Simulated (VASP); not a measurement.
Set up this calculation in VASP 6.6.1, as the native input.

```
Task                   : single point
Functional             : PBE
Potentials or basis    : VASP PAW PBE potentials, release 64 (In_d, Ga_d, O)
Cutoff                 : 600 eV
k mesh                 : 16 × 12 × 8
Occupations            : gaussian, width 0.1 eV
Spin                   : no spin polarisation
Dipole correction      : no
Further INCAR settings : ALGO = Normal; EDIFF = 1e-06; NBANDS = 27
```

The structure of InGaO2 lies in POSCAR:

```
InGaO2
1.0
    2.8527830599      0.0000000000      0.0000000000
    0.0000000000      3.7786083645      0.0000000000
    0.0000000000      0.0000000000      6.0882039278
In Ga O
1 1 2
Direct
    0.5000000000      0.5000000000      0.5000000000
    0.0000000000      0.0000000000      0.0000000000
    0.5000000000      0.0000000000      0.2098221252
    0.5000000000      0.0000000000      0.7901778748
```

The cell was generated, and may not be a known phase.

The input as run:

INCAR

```
SYSTEM = InGaO2
PREC = Accurate ; ENCUT = 600
EDIFF = 1E-6 ; ISMEAR = 0
SIGMA = 0.1 ; LREAL = .FALSE.
LASPH = .TRUE. ; NELM = 120
ALGO = Normal ; ISIF = 2
LWAVE = .FALSE. ; LCHARG = .FALSE.
GGA = PE ; NBANDS = 27
GGA_COMPAT = .FALSE.
```

KPOINTS

```
Automatic mesh
0
G
  16 12 8
  0 0 0
```

Potentials or basis: VASP PAW PBE potentials, release 64 (In_d, Ga_d, O).

Command:

```sh
$ cat potpaw_PBE.64/In_d/POTCAR potpaw_PBE.64/Ga_d/POTCAR potpaw_PBE.64/O/POTCAR > POTCAR
$ mpirun -np 1 vasp_std > vasp.out
```

Results of the run:

```json
{
 "Pressure": "0.2 GPa",
 "Largest force": "0.068 eV/Å",
 "Band gap on the k mesh": "zero (bands 19 and 20 overlap by 0.57 eV)"
}
```

Caveat: spin-orbit coupling is left out, which moves the levels of the heavy elements.

Run time: 7.9 min on 1 thread of Intel(R) Xeon(R) Platinum 8259CL CPU @ 2.50GHz (Skylake/Cascade Lake), with other jobs on the host, peak memory 0.72 GiB.
